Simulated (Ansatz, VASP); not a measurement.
Ti3Ag in VASP and in Ansatz

Contents of INCAR:

```
PREC = Accurate ; ENCUT = 520
EDIFF = 1E-8 ; ISMEAR = -1
SIGMA = 0.08 ; LREAL = F
LASPH = T ; NELM = 100
ALGO = Normal ; ISIF = 2
LWAVE = F ; LCHARG = F
LEFG = T ; NBANDS = 32
```

Contents of KPOINTS:

```
Automatic mesh
0
Gamma
  9 9 9
```

Contents of POSCAR:

```
Ti3Ag
1.0
    4.1032600000      0.0000000000      0.0000000000
    0.0000000000      4.1032600000      0.0000000000
    0.0000000000      0.0000000000      3.9500000000
Ti Ag
3 1
Direct
    0.0000000000      0.5000000000      0.5000000000
    0.5000000000      0.0000000000      0.5000000000
    0.5000000000      0.5000000000      0.0000000000
    0.0000000000      0.0000000000      0.0000000000
```

Input for Ansatz:

```yaml
crystal:
  lattice:
    - [4.10326, 0.0, 0.0]
    - [0.0, 4.10326, 0.0]
    - [0.0, 0.0, 3.95]
  atoms:
    - { symbol: Ti, position: [0.0, 0.5, 0.5] }
    - { symbol: Ti, position: [0.5, 0.0, 0.5] }
    - { symbol: Ti, position: [0.5, 0.5, 0.0] }
    - { symbol: Ag, position: [0.0, 0.0, 0.0] }
kpoints:
  mp_grid: { grid: [9, 9, 9] }
scf:
  occupations: { method: fermi_dirac, width: 0.08 }
hamiltonian:
  xc: lda
  pseudopotentials: { kind: all_electron, datasets: crystal }
output:
  forces: true
  stress: true
  eigenvalues: true
  efg: { contact_densities: true }
```

Change from the starting cell: equal xx and yy strain of -2 %, crystal datasets.

Alike in both runs: task electric field gradients; functional LDA; k mesh 9 × 9 × 9; occupations fermi-dirac, width 0.08 eV; no spin polarisation.

```csv
,VASP,Ansatz
version,VASP 6.6.1,Ansatz 0.2.0
potentials or method,"VASP PAW LDA potentials, release 64 (Ti_sv, Ag), cutoff 520 eV","all-electron PAW with datasets made for the crystal, scalar-relativistic"
```

```tsv
	VASP	Ansatz	Ansatz less VASP
pressure (GPa)	-5.7	-5.8	-0.08
traceless stress, the component that is largest in VASP (GPa)	1.01	1.01	-0.001
size of Vzz on the site where it differs most (V/Å²)	2.7	5.7	+2.94
```

LDA's correlation is that of Perdew and Zunger in VASP and of Perdew and Wang (1992) in Ansatz. Ansatz ran all-electron here, and VASP with PAW potentials.
